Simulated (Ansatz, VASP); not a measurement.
# One calculation of Hf, two programs

INCAR

```
SYSTEM = Hf
PREC = Accurate
ENCUT = 520
EDIFF = 1E-8
ISMEAR = -1
SIGMA = 0.05
LREAL = .False.
LASPH = .True.
NELM = 100
ALGO = Normal
ISIF = 2
LWAVE = .False.
LCHARG = .False.
GGA = PS
LEFG = .True.
NBANDS = 11
```

KPOINTS

```
regular mesh
0
Gamma
  14 14 14
  0 0 0
```

File POSCAR:

```
Hf
1.0
   -1.8411000000      1.8411000000      1.8050000000
    1.8411000000     -1.8411000000      1.8050000000
    1.8411000000      1.8411000000     -1.8050000000
Hf
1
Direct
    0.0000000000      0.0000000000      0.0000000000
```

Input for Ansatz:

```yaml
crystal:
  lattice:
    - [-1.8411, 1.8411, 1.805]
    - [1.8411, -1.8411, 1.805]
    - [1.8411, 1.8411, -1.805]
  atoms:
    - { symbol: Hf, position: [0.0, 0.0, 0.0] }
kpoints:
  mp_grid: { grid: [14, 14, 14] }
scf:
  occupations: { method: fermi_dirac, width: 0.05 }
hamiltonian:
  xc: pbesol
  pseudopotentials: { kind: all_electron, datasets: crystal }
output:
  forces: true
  stress: true
  eigenvalues: true
  efg: { contact_densities: true }
```

Change from the starting cell: equal xx and yy strain of +2 %, crystal datasets.

Alike in both runs: task electric field gradients; functional PBEsol; k mesh 14 × 14 × 14; occupations fermi-dirac, width 0.05 eV; no spin polarisation.

```csv
,VASP,Ansatz
version,VASP 6.6.1,Ansatz 0.2.0
potentials or method,"VASP PAW PBE potentials, release 64 (Hf_pv), cutoff 520 eV","all-electron PAW with datasets made for the crystal, scalar-relativistic"
```

```csv
,VASP,Ansatz,Ansatz less VASP
pressure (GPa),-12.1,-11.8,+0.34
"traceless stress, the component that is largest in VASP (GPa)",-0.77,-0.75,+0.020
size of Vzz on the site where it differs most (V/Å²),1.5,2.0,+0.57
```

VASP's potentials were made for PBE, not for PBEsol. Ansatz ran all-electron here, and VASP with PAW potentials.

Spin-orbit coupling is off throughout.
